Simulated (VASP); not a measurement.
# AlGa3O6 (R3) in VASP: single point with r2SCAN

Aim: the single point of AlGa3O6 with r2SCAN.

Program: VASP 6.6.1. These are calculated values, not measurements. Logs are shortened: lines on timing, memory, paths and dates and some standing lists are left out, and cuts for length are marked.

## 1. The cell of the first run

Symmetry: R3, No. 146, trigonal system. Conventional cell: a = 4.995 Å, b = 4.995 Å, c = 13.493 Å, α = 90.00°, β = 90.00°, γ = 120.00°. Al (site symmetry 3) has 6 O at 1.90 to 1.99 Å within 2.5 Å. Ga (site symmetry 3) has 6 O at 1.94 to 2.12 Å within 2.6 Å. Within 2.6 Å of Ga (site symmetry 3) lie 6 O at 1.94 to 2.10 Å. Ga (site symmetry 3) has 6 O at 1.95 to 2.11 Å within 2.6 Å. Within 2.6 Å of O (site symmetry 1) lie 3 Ga at 1.94 to 2.12 Å and 1 Al at 1.99 Å and 2 O at 2.58 Å. O (site symmetry 1) has 1 Al at 1.90 Å and 3 Ga at 1.94 to 2.11 Å within 2.5 Å.

## 2. Single point, r2SCAN

Input file POSCAR:

```
AlGa3O6
1.0
    2.4977455502      1.4420740658      4.4975765303
   -2.4977455502      1.4420740658      4.4975765303
    0.0000000000     -2.8841481315      4.4975765304
Al Ga O
1 3 6
Direct
    0.1496405927      0.1496405927      0.1496405927
    0.3593866785      0.3593866785      0.3593866785
    0.8550138182      0.8550138182      0.8550138182
    0.6442488823      0.6442488823      0.6442488823
    0.2513461107      0.5429516714      0.9470017286
    0.5429516714      0.9470017286      0.2513461107
    0.9470017286      0.2513461107      0.5429516714
    0.7647852573      0.4328562737      0.0527689865
    0.4328562737      0.0527689865      0.7647852573
    0.0527689865      0.7647852573      0.4328562737
```

Input file INCAR.step1:

```
SYSTEM = AlGa3O6
PREC     = Accurate       ! precision mode
ENCUT    = 520            ! plane-wave cutoff, eV
ISMEAR   = 0              ! smearing method
SIGMA    = 0.02           ! smearing width, eV
LREAL    = .FALSE.        ! projectors in reciprocal space
LASPH    = .TRUE.         ! aspherical terms in the spheres
NELM     = 100            ! most SCF steps
NBANDS   = 50             ! bands
GGA      = PE             ! functional
ALGO     = Normal         ! electronic algorithm
EDIFF    = 1E-4           ! SCF threshold, eV
LWAVE    = .TRUE.         ! write WAVECAR
LCHARG   = .FALSE.        ! write CHGCAR
```

Input file INCAR.step2:

```
SYSTEM = AlGa3O6
PREC     = Accurate       ! precision mode
ENCUT    = 520            ! plane-wave cutoff, eV
EDIFF    = 1E-6           ! SCF threshold, eV
ISMEAR   = 0              ! smearing method
SIGMA    = 0.02           ! smearing width, eV
LREAL    = .FALSE.        ! projectors in reciprocal space
LASPH    = .TRUE.         ! aspherical terms in the spheres
NELM     = 100            ! most SCF steps
ALGO     = Normal         ! electronic algorithm
ISIF     = 2              ! what is computed and relaxed
LWAVE    = .FALSE.        ! write WAVECAR
LCHARG   = .TRUE.         ! write CHGCAR
METAGGA  = R2SCAN         ! meta-GGA
LMIXTAU  = .TRUE.       
LELF     = .TRUE.         ! ELF
LVHAR    = .TRUE.       
NBANDS   = 50             ! bands
ISTART   = 1
```

Input file KPOINTS:

```
Automatic mesh
0
G
  6 6 6
  0 0 0
```

Potentials or basis: VASP PAW PBE potentials, release 64 (Al, Ga_d, O).

Command:

```console
$ cat potpaw_PBE.64/Al/POTCAR potpaw_PBE.64/Ga_d/POTCAR potpaw_PBE.64/O/POTCAR > POTCAR
$ cp INCAR.step1 INCAR
$ mpirun -np 1 vasp_std > vasp.out
$ cp INCAR.step2 INCAR
$ mpirun -np 1 vasp_std > vasp.out
```

OUTCAR:

```text
SYSTEM = AlGa3O6
   PREC = Accurate
   ENCUT = 520
   EDIFF = 1E-6
   ISMEAR = 0
   LREAL = .FALSE.
   LASPH = .TRUE.
   NELM = 100
   ISIF = 2
   METAGGA = R2SCAN
   ISTART = 1

 ion  position               nearest neighbor table
   1  0.150  0.150  0.150-  10 1.90   8 1.90   9 1.90   5 1.99   6 1.99   7 1.99   2 2.83   3 2.93
                             3 2.93   3 2.93
   2  0.359  0.359  0.359-   8 1.94  10 1.94   9 1.94   7 2.12   6 2.12   5 2.12   1 2.83
   3  0.855  0.855  0.855-   7 1.94   5 1.94   6 1.94   8 2.10   9 2.10  10 2.10   4 2.84   1 2.93
                             1 2.93   1 2.93
   4  0.644  0.644  0.644-   5 1.95   7 1.95   6 1.95  10 2.11   9 2.11   8 2.11   3 2.84
   5  0.251  0.543  0.947-   3 1.94   4 1.95   1 1.99   2 2.12
   6  0.543  0.947  0.251-   3 1.94   4 1.95   1 1.99   2 2.12
   7  0.947  0.251  0.543-   3 1.94   4 1.95   1 1.99   2 2.12
   8  0.765  0.433  0.053-   1 1.90   2 1.94   3 2.10   4 2.11
   9  0.433  0.053  0.765-   1 1.90   2 1.94   3 2.10   4 2.11
  10  0.053  0.765  0.433-   1 1.90   2 1.94   3 2.10   4 2.11

  LATTYP: Found a trigonal (rhomboedric) cell.
 ALAT       =     5.3428929515
 COS(alpha) =     0.5629074163

  Lattice vectors:

 A1 = (   2.4977455502,   1.4420740658,   4.4975765303)
 A2 = (  -2.4977455502,   1.4420740658,   4.4975765303)
 A3 = (   0.0000000000,  -2.8841481315,   4.4975765304)

Analysis of symmetry for initial positions (statically):
=====================================================================
 Subroutine PRICEL returns:
 Original cell was already a primitive cell.

 Routine SETGRP: Setting up the symmetry group for a
 trigonal (rhombohedral) supercell.

 Subroutine GETGRP returns: Found  3 space group operations
 (whereof  3 operations were pure point group operations)
 out of a pool of 12 trial point group operations.

The static configuration has the point symmetry C_3 .

Analysis of symmetry for dynamics (positions and initial velocities):
=====================================================================
 Subroutine PRICEL returns:
 Original cell was already a primitive cell.

 Routine SETGRP: Setting up the symmetry group for a
 trigonal (rhombohedral) supercell.

 Subroutine GETGRP returns: Found  3 space group operations
 (whereof  3 operations were pure point group operations)
 out of a pool of 12 trial point group operations.

The dynamic configuration has the point symmetry C_3 .

 Subroutine INISYM returns: Found  3 space group operations
 (whereof  3 operations are pure point group operations),
 and found     1 'primitive' translations

----------------------------------------------------------------------------------------

                                     Primitive cell

  volume of cell :      97.1998

  direct lattice vectors                    reciprocal lattice vectors
     2.497745550  1.442074066  4.497576530     0.200180519  0.115574276  0.074113988
    -2.497745550  1.442074066  4.497576530    -0.200180519  0.115574276  0.074113988
     0.000000000 -2.884148131  4.497576530     0.000000000 -0.231148553  0.074113988

  length of vectors
     5.342892951  5.342892951  5.342892952     0.242739648  0.242739648  0.242739648

  position of ions in fractional coordinates (direct lattice)
     0.149640593  0.149640593  0.149640593
     0.359386679  0.359386679  0.359386679
     0.855013818  0.855013818  0.855013818
     0.644248882  0.644248882  0.644248882
     0.251346111  0.542951671  0.947001729
     0.542951671  0.947001729  0.251346111
     0.947001729  0.251346111  0.542951671
     0.764785257  0.432856274  0.052768986
     0.432856274  0.052768986  0.764785257
     0.052768986  0.764785257  0.432856274

  ion indices of the primitive-cell ions
   primitive index   ion index
                 1           1
                 2           2
                 3           3
                 4           4
                 5           5
                 6           6
                 7           7
                 8           8
                 9           9
                10          10

----------------------------------------------------------------------------------------

 KPOINTS: Automatic mesh

Automatic generation of k-mesh.
 Grid dimensions read from file:
 generate k-points for:    6    6    6

 Generating k-lattice:

  Cartesian coordinates                     Fractional coordinates (reciprocal lattice)
     0.033363420  0.019262379  0.012352331     0.166666667  0.000000000  0.000000000
    -0.033363420  0.019262379  0.012352331     0.000000000  0.166666667  0.000000000
     0.000000000 -0.038524759  0.012352331    -0.000000000 -0.000000000  0.166666667

  Length of vectors
     0.040456608  0.040456608  0.040456608

  Shift w.r.t. Gamma in fractional coordinates (k-lattice)
     0.000000000  0.000000000  0.000000000

 Subroutine IBZKPT returns following result:
 ===========================================

 Found     40 irreducible k-points:

 Following reciprocal coordinates:
            Coordinates               Weight
  0.000000  0.000000  0.000000      1.000000
  0.166667 -0.000000  0.000000      6.000000
  0.333333  0.000000  0.000000      6.000000
  0.500000  0.000000  0.000000      3.000000
  0.166667  0.166667  0.000000      6.000000
  0.333333  0.166667  0.000000      6.000000
[... 16 lines left out ...]
  0.333333  0.333333  0.166667      6.000000
  0.500000  0.333333  0.166667      6.000000
 [... further k-points ...]
   k-points           NKPTS =     40   k-points in BZ     NKDIM =     40   number of bands    NBANDS=     50
   number of dos      NEDOS =    301   number of ions     NIONS =     10
   total plane-waves  NPLWV =  64000
   dimension x,y,z NGX =    40 NGY =   40 NGZ =   40
   dimension x,y,z NGXF=    80 NGYF=   80 NGZF=   80
   ions per type =               1   3   6
   NGX,Y,Z   is equivalent  to a cutoff of  12.45, 12.45, 12.45 a.u.
   NGXF,Y,Z  is equivalent  to a cutoff of  24.89, 24.89, 24.89 a.u.
 SYSTEM =  AlGa3O6
   PREC   = accura    normal or accurate (medium, high low for compatibility)
   ISTART =      1    job   : 0-new  1-cont  2-samecut
   ICHARG =      0    charge: 1-file 2-atom 10-const
   ISPIN  =      1    spin polarized calculation?
   LNONCOLLINEAR =      F non collinear calculations
   LSORBIT =      F    spin-orbit coupling
   LASPH  =      T    aspherical Exc in radial PAW
   ENCUT  =  520.0 eV  38.22 Ry    6.18 a.u.   9.93  9.93  9.93*2*pi/ulx,y,z
   NELM   =    100;   NELMIN=  2; NELMDL=  0     # of ELM steps
   EDIFF  = 0.1E-05   stopping-criterion for ELM
   LREAL  =      F    real-space projection
   EDIFFG = 0.1E-04   stopping-criterion for IOM
   NSW    =      0    number of steps for IOM
   IBRION =     -1    ionic relax: 0-MD 1-quasi-New 2-CG
   NFREE  =      0    steps in history (QN), initial steepest desc. (CG)
   ISIF   =      2    stress and relaxation
   ISYM   =      2    0-nonsym 1-usesym 2-fastsym
   POTIM  = 0.5000    time-step for ionic-motion
   TEBEG  =    0.0;   TEEND  =   0.0 temperature during run
   PSTRESS=    0.0 pullay stress
   NELECT =      78.0000    total number of electrons
   NUPDOWN=      -1.0000    fix difference up-down
   EMIN   =  10.00;   EMAX   =-10.00  energy-range for DOS
   EFERMI =   0.00;   METHOD = LEGACY
   ISMEAR =     0;   SIGMA  =   0.02  broadening in eV -4-tet -1-fermi 0-gaus
   EFERMI_NEDOS =   21; number of points for ismear=-14 and -15
   IALGO  =     38    algorithm
   IMIX   =      4    mixing-type and parameters
     AMIX     =   0.40;   BMIX     =  1.00
     AMIX_MAG =   1.60;   BMIX_MAG =  1.00
  volume/ion in A,a.u.               =       9.72        65.59
  Fermi-wavevector in a.u.,A,eV,Ry     =   1.521310  2.874860 31.489125  2.314385
  Thomas-Fermi vector in A             =   2.630043
   LORBIT       =      0    0 simple, 1 ext, 2 COOP (PROOUT), +10 PAW based schemes
   METAGGA = R2SCAN    functional components
   LHFCALC =     F    Hartree Fock is set to
   AEXX    =    0.0000 exact exchange contribution
   IVDW    =     0    specifies the selected vdW correction
   LEPSILON=     F    determine dielectric tensor
   LRPA    =     F    only Hartree local field effects (RPA)
 non-spin polarized calculation
 Gauss-broadening in eV      SIGMA  =   0.02
  energy-cutoff  :      520.00
  volume of cell :       97.20
 maximum number of plane-waves:      2642
   NGX = 19   NGY = 19   NGZ = 19

 number of electron      77.9999996 magnetization

 Free energy of the ion-electron system (eV)
  ---------------------------------------------------
  ext. energy  EPLUGINS =         0.00000000
  ---------------------------------------------------
  free energy    TOTEN  =      -100.67979390 eV

  energy without entropy =     -100.67979390  energy(sigma->0) =     -100.67979390

 E-fermi :   4.2819     XC(G=0): -12.7234

 val. band max:        4.1290470346   @ k =  -0.1667   0.1667   0.0000
 cond. band min:       7.8664598266   @ k =   0.0000   0.0000   0.0000
 fundamental gap:      3.7374127921
 Fermi energy:         4.2819456660

 k-point     1 :       0.0000    0.0000    0.0000
  band No.  band energies     occupation
      1     -15.5953      2.00000
      2     -13.6804      2.00000
      3     -13.6804      2.00000
      4     -13.6729      2.00000
      5     -13.4644      2.00000
      6     -13.4644      2.00000
[... 42 lines left out ...]
     49      16.2782      0.00000
     50      18.1569      0.00000

 k-point     2 :       0.1667   -0.0000    0.0000
  band No.  band energies     occupation
      1     -15.4751      2.00000
      2     -13.8241      2.00000
      3     -13.7032      2.00000
      4     -13.6357      2.00000
      5     -13.4960      2.00000
      6     -13.4722      2.00000
[... 1158 lines left out ...]
 k-point    24 :       0.5000    0.3333    0.1667
  band No.  band energies     occupation
      1     -14.9457      2.00000
      2     -14.1851      2.00000
      3     -13.8446      2.00000
      4     -13.7589      2.00000
      5     -13.5932      2.00000
      6     -13.4558      2.00000
[... 42 lines left out ...]
     49      17.3013      0.00000
     50      17.5302      0.00000

 [... further k-points ...]

------------------------ aborting loop because EDIFF is reached ----------------------------------------

  FORCE on cell =-STRESS in cart. coord.  units (eV):
  Direction    XX          YY          ZZ          XY          YZ          ZX
  --------------------------------------------------------------------------------------
  -------------------------------------------------------------------------------------
  Total       -4.7266872     -4.7266872     -4.3930616      0.0000067      0.0000000      0.0000000
  in kB      -77.9115542    -77.9115542    -72.4122932      0.0001107      0.0000000      0.0000000
  external PRESSURE =     -76.0784672 kB  Pullay stress =       0.0000000 kB

 VOLUME and BASIS-vectors are now :
 -----------------------------------------------------------------------------
  energy-cutoff  :      520.00
  volume of cell :       97.20
      direct lattice vectors                 reciprocal lattice vectors
     2.497745550  1.442074066  4.497576530     0.200180519  0.115574276  0.074113988
    -2.497745550  1.442074066  4.497576530    -0.200180519  0.115574276  0.074113988
     0.000000000 -2.884148131  4.497576530     0.000000000 -0.231148553  0.074113988

 POSITION                                       TOTAL-FORCE (eV/Angst)
 -----------------------------------------------------------------------------------
      0.00000      0.00000      2.01906        -0.000000      0.000000      0.037143
      0.00000      0.00000      4.84911        -0.000000     -0.000000     -0.112066
      0.00000      0.00000     11.53647        -0.000000     -0.000000     -0.067744
      0.00000      0.00000      8.69268        -0.000000      0.000000      0.059589
     -0.72836     -1.58586      7.83163        -0.006846     -0.001578      0.014476
     -1.00921      1.42370      7.83163         0.002057      0.006718      0.014476
      1.73757      0.16215      7.83163         0.004789     -0.005140      0.014476
      0.82907      1.57489      5.62382        -0.047662      0.011831      0.013216
      0.94936     -1.50545      5.62382         0.034076      0.035361      0.013216
     -1.77844     -0.06945      5.62382         0.013585     -0.047191      0.013216
 -----------------------------------------------------------------------------------
    total drift:                                0.000000     -0.000001      0.014969

  FREE ENERGIE OF THE ION-ELECTRON SYSTEM (eV)
  ---------------------------------------------------
  free  energy   TOTEN  =      -100.6797939001 eV

  energy  without entropy=     -100.6797939001  energy(sigma->0) =     -100.67979390
```

Wall time 15 min (1 thread of AMD EPYC 7R43 (Zen 3), shared host); peak memory 0.32 GiB.

What came out:

```yaml
Free_energy: -100.6798 eV
Pressure: -7.6 GPa
Largest_force: 0.112 eV/Å
Band_gap_on_the_k_mesh: 3.74 eV, indirect (least direct gap 3.91 eV)
```

Forces on the atoms (eV/Å):
```
Al   0.000  0.000  0.037
Ga   0.000  0.000 -0.112
Ga   0.000  0.000 -0.068
Ga   0.000  0.000  0.060
O   -0.007 -0.002  0.014
O    0.002  0.007  0.014
O    0.005 -0.005  0.014
O   -0.048  0.012  0.013
O    0.034  0.035  0.013
O    0.014 -0.047  0.013
```

Caveat: the PAW data sets were made with another functional, which shifts forces and pressure a little.
